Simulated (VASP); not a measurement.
# ZnS (F-43m) in VASP: notebook

ZnS is run at these levels: r2SCAN; tasks: single point.

All numbers are computed with VASP 6.6.1; they aren't measurements. Logs are shortened: lines on timing, memory, paths and dates and some standing lists are left out, and cuts for length are marked.

## Step 1: The cell of the first run

It takes space group F-43m (No. 216, cubic). Conventional cell: a = 5.409 Å, b = 5.409 Å, c = 5.409 Å, α = 90.00°, β = 90.00°, γ = 90.00°. Within 3.1 Å of Zn (site symmetry -43m) lie 4 S at 2.34 Å. S (site symmetry -43m) has 4 Zn at 2.34 Å within 3.1 Å.

## Step 2: Single point, r2SCAN

Input file POSCAR:

```
ZnS
1.0
    2.7046500000     -2.7046500000      0.0000000000
    2.7046500000      0.0000000000     -2.7046500000
    5.4093000000      5.4093000000      5.4093000000
Zn S
3 3
Direct
    0.6666666667      0.6666666667      0.3333333333
    0.0000000000      0.0000000000      0.0000000000
    0.3333333333      0.3333333333      0.6666666667
    0.6666666667      0.6666666667      0.0833333333
    1.0000000000      1.0000000000      0.7500000000
    0.3333333333      0.3333333333      0.4166666667
```

Input file INCAR.step1:

```
SYSTEM = ZnS
ALGO     = Normal         ! electronic algorithm
EDIFF    = 1E-4           ! SCF threshold, eV
ENCUT    = 520            ! plane-wave cutoff, eV
GGA      = PE             ! functional
ISMEAR   = 0              ! smearing method
LASPH    = .True.         ! aspherical terms in the spheres
LCHARG   = .False.        ! write CHGCAR
LREAL    = .False.        ! projectors in reciprocal space
LWAVE    = .True.         ! write WAVECAR
NBANDS   = 36             ! bands
NELM     = 60             ! most SCF steps
PREC     = Accurate       ! precision mode
SIGMA    = 0.05           ! smearing width, eV
```

Input file INCAR.step2:

```
SYSTEM = ZnS
ALGO     = Normal         ! electronic algorithm
EDIFF    = 1E-6           ! SCF threshold, eV
ENCUT    = 520            ! plane-wave cutoff, eV
ISIF     = 2              ! what is computed and relaxed
ISMEAR   = 0              ! smearing method
ISTART   = 1            
LASPH    = .True.         ! aspherical terms in the spheres
LCHARG   = .False.        ! write CHGCAR
LMIXTAU  = .True.       
LREAL    = .False.        ! projectors in reciprocal space
LWAVE    = .False.        ! write WAVECAR
METAGGA  = R2SCAN         ! meta-GGA
NBANDS   = 36             ! bands
NELM     = 60             ! most SCF steps
PREC     = Accurate       ! precision mode
SIGMA    = 0.05           ! smearing width, eV
```

Input file KPOINTS:

```
k-points
0
Gamma
  7 7 3
  0 0 0
```

Potentials or basis: VASP PAW PBE potentials, release 64 (Zn, S).

Launch:

```console
$ cat potpaw_PBE.64/Zn/POTCAR potpaw_PBE.64/S/POTCAR > POTCAR
$ cp INCAR.step1 INCAR
$ mpirun -np 1 vasp_std > vasp.out
$ cp INCAR.step2 INCAR
$ mpirun -np 1 vasp_std > vasp.out
```

OUTCAR:

```text
SYSTEM = ZnS
   EDIFF = 1E-6
   ENCUT = 520
   ISIF = 2
   ISMEAR = 0
   ISTART = 1
   LASPH = .True.
   LREAL = .False.
   METAGGA = R2SCAN
   NELM = 60
   PREC = Accurate

 ion  position               nearest neighbor table
   1  0.667  0.667  0.333-   6 2.34   6 2.34   4 2.34   6 2.34
   2  0.000  0.000  0.000-   4 2.34   4 2.34   4 2.34   5 2.34
   3  0.333  0.333  0.667-   5 2.34   5 2.34   5 2.34   6 2.34
   4  0.667  0.667  0.083-   2 2.34   1 2.34   2 2.34   2 2.34
   5  0.000  0.000  0.750-   3 2.34   2 2.34   3 2.34   3 2.34
   6  0.333  0.333  0.417-   3 2.34   1 2.34   1 2.34   1 2.34

  LATTYP: Found a hexagonal cell.
 ALAT       =     3.8249527115
 C/A-ratio  =     2.4494897428

  Lattice vectors:

 A1 = (  -2.7046500000,   0.0000000000,   2.7046500000)
 A2 = (   2.7046500000,  -2.7046500000,   0.0000000000)
 A3 = (   5.4093000000,   5.4093000000,   5.4093000000)

Analysis of symmetry for initial positions (statically):
=====================================================================
 Subroutine PRICEL returns following result:

  LATTYP: Found a face centered cubic cell.
 ALAT       =     5.4092999997

  Lattice vectors:

 A1 = (  -2.7046500000,  -2.7046499997,   0.0000000003)
 A2 = (   0.0000000000,  -2.7046499992,   2.7046500008)
 A3 = (  -2.7046500000,   0.0000000000,   2.7046500000)

   3 primitive cells build up your supercell.

 Routine SETGRP: Setting up the symmetry group for a
 hexagonal supercell.

 Subroutine GETGRP returns: Found  6 space group operations
 (whereof  6 operations were pure point group operations)
 out of a pool of 24 trial point group operations.

The static configuration has the point symmetry C_3v.

Analysis of symmetry for dynamics (positions and initial velocities):
=====================================================================
 Subroutine PRICEL returns following result:

  LATTYP: Found a face centered cubic cell.
 ALAT       =     5.4092999997

  Lattice vectors:

 A1 = (  -2.7046500000,  -2.7046499997,   0.0000000003)
 A2 = (   0.0000000000,  -2.7046499992,   2.7046500008)
 A3 = (  -2.7046500000,   0.0000000000,   2.7046500000)

   3 primitive cells build up your supercell.

 Routine SETGRP: Setting up the symmetry group for a
[... 97 lines left out ...]
   LSORBIT =      F    spin-orbit coupling
   LASPH  =      T    aspherical Exc in radial PAW
   ENCUT  =  520.0 eV  38.22 Ry    6.18 a.u.   7.11  7.11 17.42*2*pi/ulx,y,z
   NELM   =     60;   NELMIN=  2; NELMDL=  0     # of ELM steps
   EDIFF  = 0.1E-05   stopping-criterion for ELM
   LREAL  =      F    real-space projection
   EDIFFG = 0.1E-04   stopping-criterion for IOM
   NSW    =      0    number of steps for IOM
   IBRION =     -1    ionic relax: 0-MD 1-quasi-New 2-CG
   NFREE  =      0    steps in history (QN), initial steepest desc. (CG)
   ISIF   =      2    stress and relaxation
   ISYM   =      2    0-nonsym 1-usesym 2-fastsym
   POTIM  = 0.5000    time-step for ionic-motion
   TEBEG  =    0.0;   TEEND  =   0.0 temperature during run
   PSTRESS=    0.0 pullay stress
   NELECT =      54.0000    total number of electrons
   NUPDOWN=      -1.0000    fix difference up-down
   EMIN   =  10.00;   EMAX   =-10.00  energy-range for DOS
   EFERMI =   0.00;   METHOD = LEGACY
   ISMEAR =     0;   SIGMA  =   0.05  broadening in eV -4-tet -1-fermi 0-gaus
   EFERMI_NEDOS =   21; number of points for ismear=-14 and -15
   IALGO  =     38    algorithm
   IMIX   =      4    mixing-type and parameters
     AMIX     =   0.40;   BMIX     =  1.00
     AMIX_MAG =   1.60;   BMIX_MAG =  1.00
  volume/ion in A,a.u.               =      19.78       133.51
  Fermi-wavevector in a.u.,A,eV,Ry     =   1.259055  2.379268 21.568210  1.585219
  Thomas-Fermi vector in A             =   2.392634
   LORBIT       =      0    0 simple, 1 ext, 2 COOP (PROOUT), +10 PAW based schemes
   METAGGA = R2SCAN    functional components
   LHFCALC =     F    Hartree Fock is set to
   AEXX    =    0.0000 exact exchange contribution
   IVDW    =     0    specifies the selected vdW correction
   LEPSILON=     F    determine dielectric tensor
   LRPA    =     F    only Hartree local field effects (RPA)
 non-spin polarized calculation
 Gauss-broadening in eV      SIGMA  =   0.05
  energy-cutoff  :      520.00
  volume of cell :      118.71
 maximum number of plane-waves:      3218
   NGX = 15   NGY = 15   NGZ = 35

 number of electron      54.0000000 magnetization

 Free energy of the ion-electron system (eV)
  ---------------------------------------------------
  ext. energy  EPLUGINS =         0.00000000
  ---------------------------------------------------
  free energy    TOTEN  =       -56.59559442 eV

  energy without entropy =      -56.59559442  energy(sigma->0) =      -56.59559442

 E-fermi :   2.0741     XC(G=0): -10.2691

 val. band max:        1.8032446285   @ k =   0.0000   0.0000   0.0000
 cond. band min:       4.4641531828   @ k =   0.0000   0.0000   0.0000
 fundamental gap:      2.6609085543
 Fermi energy:         2.0740616471

 k-point     1 :       0.0000    0.0000    0.0000
  band No.  band energies     occupation
      1     -11.8504      2.00000
      2     -11.1791      2.00000
      3     -11.1790      2.00000
      4      -4.6843      2.00000
      5      -4.6842      2.00000
      6      -4.6842      2.00000
[... 769 lines left out ...]
     35      10.2052      0.00000
     36      10.3143      0.00000

------------------------ aborting loop because EDIFF is reached ----------------------------------------

  FORCE on cell =-STRESS in cart. coord.  units (eV):
  Direction    XX          YY          ZZ          XY          YZ          ZX
  --------------------------------------------------------------------------------------
  -------------------------------------------------------------------------------------
  Total       -0.6127686     -0.6127686     -0.6127686     -0.0019043     -0.0019043     -0.0019043
  in kB       -8.2703258     -8.2703258     -8.2703258     -0.0257018     -0.0257018     -0.0257018
  external PRESSURE =      -8.2703258 kB  Pullay stress =       0.0000000 kB

 VOLUME and BASIS-vectors are now :
 -----------------------------------------------------------------------------
  energy-cutoff  :      520.00
  volume of cell :      118.71
      direct lattice vectors                 reciprocal lattice vectors
     2.704650000 -2.704650000  0.000000000     0.123244536 -0.246489071  0.123244536
     2.704650000  0.000000000 -2.704650000     0.123244536  0.123244536 -0.246489071
     5.409300000  5.409300000  5.409300000     0.061622268  0.061622268  0.061622268

 POSITION                                       TOTAL-FORCE (eV/Angst)
 -----------------------------------------------------------------------------------
      5.40930     -0.00000     -0.00000         0.001923      0.001923      0.001923
      0.00000      0.00000      0.00000         0.001923      0.001923      0.001923
      5.40930      2.70465      2.70465         0.001923      0.001923      0.001923
      4.05697     -1.35233     -1.35233        -0.001923     -0.001923     -0.001923
      4.05697      4.05697      4.05697        -0.001923     -0.001923     -0.001923
      4.05697      1.35233      1.35233        -0.001923     -0.001923     -0.001923
 -----------------------------------------------------------------------------------
    total drift:                                0.013135      0.013206      0.013206

  FREE ENERGIE OF THE ION-ELECTRON SYSTEM (eV)
  ---------------------------------------------------
  free  energy   TOTEN  =       -56.5955944205 eV

  energy  without entropy=      -56.5955944205  energy(sigma->0) =      -56.59559442
```

OUTCAR.step1:

```text
SYSTEM = ZnS
   EDIFF = 1E-4
   ENCUT = 520
   GGA = PE
   ISMEAR = 0
   LASPH = .True.
   LREAL = .False.
   NELM = 60
[... 1020 lines left out ...]
      4.05697     -1.35233     -1.35233         0.000205      0.000205      0.000205
      4.05697      4.05697      4.05697         0.000205      0.000205      0.000205
      4.05697      1.35233      1.35233         0.000205      0.000205      0.000205
 -----------------------------------------------------------------------------------
    total drift:                                0.000007      0.000007      0.000007

  FREE ENERGIE OF THE ION-ELECTRON SYSTEM (eV)
  ---------------------------------------------------
  free  energy   TOTEN  =       -20.5442730772 eV

  energy  without entropy=      -20.5442730772  energy(sigma->0) =      -20.54427308
```

Wall time 2.8 min (1 thread of Intel Xeon Platinum 8488C (Sapphire Rapids), shared host); peak memory 0.26 GiB.

What came out:

| Property | Result |
| --- | --- |
| Free energy | -56.5956 eV |
| Pressure | -0.8 GPa |
| Band gap on the k mesh | 2.66 eV |

Caveat: the PAW data sets were made with another functional, which shifts forces and pressure a little.

## Step 3: Single point, r2SCAN

This run uses another cell than the first one: it holds 8 atoms, not 6.

Input file POSCAR:

```
ZnS
1.0
   -2.7046500000     -2.7046500000      0.0000000000
    2.7046500000     -2.7046500000      0.0000000000
    0.0000000000      0.0000000000     10.8186000000
Zn S
4 4
Direct
    0.0000000000      0.0000000000      0.0000000000
    0.5000000000      0.5000000000      0.2500000000
    0.0000000000      0.0000000000      0.5000000000
    0.5000000000      0.5000000000      0.7500000000
    0.5000000000      0.0000000000      0.3750000000
    0.0000000000      0.5000000000      0.6250000000
    0.5000000000      0.0000000000      0.8750000000
    0.0000000000      0.5000000000      0.1250000000
```

Input file INCAR.step1:

```
PREC = Accurate
ENCUT = 520
ISMEAR = 0
SIGMA = 0.05
LREAL = False
LASPH = True
NELM = 80
NBANDS = 46
GGA = PE
ALGO = Normal
EDIFF = 1E-4
LWAVE = True
LCHARG = False
```

Input file INCAR.step2:

```
PREC = Accurate
ENCUT = 520
EDIFF = 1E-6
ISMEAR = 0
SIGMA = 0.05
LREAL = False
LASPH = True
NELM = 80
ALGO = Normal
ISIF = 2
LWAVE = False
LCHARG = False
METAGGA = R2SCAN
LMIXTAU = True
NBANDS = 46
ISTART = 1
```

Input file KPOINTS:

```
regular mesh
0
Gamma
  6 6 2
```

Potentials or basis: VASP PAW PBE potentials, release 64 (Zn, S).

Launch:

```console
$ cat potpaw_PBE.64/Zn/POTCAR potpaw_PBE.64/S/POTCAR > POTCAR
$ cp INCAR.step1 INCAR
$ mpirun -np 1 vasp_std > vasp.out
$ cp INCAR.step2 INCAR
$ mpirun -np 1 vasp_std > vasp.out
```

Run time: 11 min. Hardware: 1 thread of Intel Xeon 8259CL, shared host; peak memory 0.31 GiB.

The run converged. Its results:

```yaml
Free_energy: -75.4593 eV
Pressure: -0.8 GPa
Band_gap_on_the_k_mesh: 2.66 eV
```

Levels at points of the mesh, in eV from the valence-band top:
| k point | band 33 | band 34 | band 35 | band 36 | band 37 | band 38 | band 39 | band 40 |
| --- | --- | --- | --- | --- | --- | --- | --- | --- |
| (0.00, 0.00, 0.00) | -1.26 | 0.00 | 0.00 | 0.00 | 2.66 | 3.73 | 4.48 | 4.92 |
| (0.50, 0.00, 0.00) | -0.88 | -0.88 | -0.88 | -0.88 | 3.81 | 3.81 | 5.36 | 5.36 |
| (0.50, 0.50, 0.00) | -2.27 | -2.27 | -2.27 | -2.27 | 3.73 | 3.73 | 4.48 | 4.48 |
| (0.00, 0.00, 0.50) | -0.41 | -0.41 | -0.41 | -0.41 | 3.80 | 3.80 | 4.06 | 4.06 |
| (0.50, 0.00, 0.50) | -0.90 | -0.90 | -0.90 | -0.90 | 4.57 | 4.57 | 4.57 | 4.57 |
| (0.50, 0.50, 0.50) | -2.53 | -2.53 | -2.53 | -2.53 | 4.62 | 4.62 | 4.62 | 4.62 |

Caveat: the PAW data sets were made with another functional, which shifts forces and pressure a little.
